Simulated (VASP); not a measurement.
Runs of VASP 6.6.1 on Ag. The structure is that of space group I4/mmm (No. 139), or close to it. The cells are those of the table. 

```tsv
cell	further INCAR settings	gap on the mesh (eV)	pressure (GPa)
a = 2.942, b = 2.942, c = 2.799 Å, angles 61.6, 61.6, 56.8°, 1 atom	ALGO = Fast; EDIFF = 1e-06; NBANDS = 12	none	-2.4
a = 3.218, b = 3.218, c = 2.524 Å, angles 66.9, 66.9, 46.2°, 1 atom	ALGO = Fast; EDIFF = 1e-07; NBANDS = 12	none	11.5
a = 3.003, b = 3.003, c = 2.719 Å, angles 63.1, 63.1, 53.8°, 1 atom	ALGO = Fast; EDIFF = 1e-06; NBANDS = 12	none	(a)
a = 2.854, b = 2.854, c = 2.971 Å, angles 58.6, 58.6, 62.7°, 1 atom	ALGO = Fast; EDIFF = 1e-06; NBANDS = 12	none	-2.5
a = 2.813, b = 2.813, c = 3.336 Å, angles 53.6, 53.6, 72.7°, 1 atom	ALGO = Fast; EDIFF = 1e-06; NBANDS = 12	none	-1.9
a = 3.070, b = 3.070, c = 2.647 Å, angles 64.5, 64.5, 51.1°, 1 atom	ALGO = Fast; EDIFF = 1e-07; NBANDS = 12	none	1.8
a = 3.153, b = 3.153, c = 2.574 Å, angles 65.9, 65.9, 48.2°, 1 atom	ALGO = Fast; EDIFF = 1e-07; NBANDS = 12	none	(c)
a = 2.815, b = 2.815, c = 3.139 Å, angles 56.1, 56.1, 67.8°, 1 atom	ALGO = Fast; EDIFF = 1e-06; NBANDS = 12	none	-2.0
a = 2.831, b = 2.831, c = 3.050 Å, angles 57.4, 57.4, 65.2°, 1 atom	ALGO = Fast; EDIFF = 1e-06; NBANDS = 12	none	(b)
```

Alike in all rows: task single point; level PBEsol; potentials or basis VASP PAW PBE potentials, release 64 (Ag); no spin polarisation; k mesh 22 × 22 × 22; cutoff (eV) 520; smearing gaussian 0.15 eV.

Fill in the values left out.

(a) -0.9; (b) -2.2; (c) 6.7.

Caveats: the PAW data sets were made with another functional, which shifts forces and pressure a little; the cell stands under pressure (at least some runs).

A k mesh can miss the band edges, and the runs leave out spin-orbit coupling on Ag.

A gap of «none» marks levels without a gap at the run's occupations.
